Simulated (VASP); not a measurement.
As: single point with PBEsol

Crystal: As.

```
As
1.0
     2.65118    0.00000    0.00000
     0.00000    2.65118    0.00000
     0.00000    0.00000    2.81183
As
1
Direct
  0.50000 0.50000 0.50000
```

| Item | Value |
| --- | --- |
| Program | VASP 6.6.1 |
| Task | single point |
| Functional | PBEsol |
| Potentials or basis | VASP PAW PBE potentials, release 64 (As) |
| Cutoff | 500 eV |
| k mesh | 10 × 10 × 10 |
| Occupations | fermi-dirac, width 0.05 eV |
| Spin | no spin polarisation |

The pressure is -0.6 GPa.

Stress tensor (GPa, compression positive):
```
 3.19  0.00  0.00
 0.00  3.19  0.00
 0.00  0.00 -8.22
```

Levels at points of the mesh, in eV from the Fermi level:
```
           k point  band 1  band 2  band 3  band 4  band 5  band 6  band 7
(0.00, 0.00, 0.00)  -14.98    2.89    4.86    4.86    7.72    9.00   10.88
(0.50, 0.00, 0.00)  -11.51   -7.00    5.45    7.39   11.08   13.42   13.44
(0.50, 0.50, 0.00)   -7.84   -4.11   -4.11    2.56    7.87   16.13   16.45
(0.00, 0.00, 0.50)  -12.40   -6.84    6.72    6.72   11.21   14.73   14.91
(0.50, 0.00, 0.50)   -8.83   -4.78   -3.83    2.41    9.13   16.77   17.70
(0.50, 0.50, 0.50)   -4.85   -2.12   -2.12   -1.07    5.53    6.16    6.16
```

Run time: 5.2 s on 1 thread of Intel(R) Xeon(R) 6975P-C (Granite Rapids) (shared host), peak memory 0.13 GiB.

Caveat: the PAW data sets were made with another functional, which shifts forces and pressure a little.
